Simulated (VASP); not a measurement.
The system is CuO.

```
Cu O
1.0
     3.42205    0.00000    0.00000
     0.00000    3.42205    0.00000
     0.00000    0.00000    4.26046
Cu O
2 2
Direct
  0.00000 0.50000 0.00000
  0.50000 0.00000 0.50000
  0.00000 0.00000 0.25000
  0.00000 0.00000 0.75000
```

```yaml
Program: VASP 6.6.1
Task: relaxation of cell and atoms
Functional: LDA
Potentials_or_basis: VASP PAW LDA potentials, release 64 (Cu, O)
Cutoff: 600 eV
k_mesh: 6 × 6 × 5
Occupations: fermi-dirac, width 0.05 eV
Spin: no spin polarisation
```

At the start: pressure -13.5 GPa; volume 12.47 Å³/atom.

Q: Where does the relaxation end?

A: Over 7 steps the energy falls by 457.8 meV/atom and the volume is 10.32 Å³/atom (-17.3 %); space group P4_2/mmc (No. 131, to 0.1 Å) before and after.

Step by step:
| step | energy change (eV) | largest force (eV/Å) | pressure (GPa) | volume (Å³) |
| --- | --- | --- | --- | --- |
| 1 | 0.0000 | 0.0000 | -13.55 | 49.89 |
| 2 | -1.1830 | 0.0000 | 4.49 | 42.41 |
| 3 | -1.3043 | 0.0000 | 16.03 | 39.91 |
| 4 | -1.8257 | 0.0000 | 1.85 | 41.07 |
| 5 | -1.8307 | 0.0000 | -0.11 | 41.20 |
| 6 | -1.8312 | 0.0000 | 0.33 | 41.17 |
| 7 | -1.8314 | 0.0000 | -0.02 | 41.27 |

Final structure:
```
CELL_PARAMETERS angstrom
2.86026 0.00000 0.00000
0.00000 2.86026 0.00000
0.00000 0.00000 5.04468
ATOMIC_POSITIONS crystal
Cu 0.00000 0.50000 0.00000
Cu 0.50000 0.00000 0.50000
O 0.00000 0.00000 0.25000
O 0.00000 0.00000 0.75000
```

Caveat: the volume moved by over 15 % at a fixed basis, so the end points are rough.
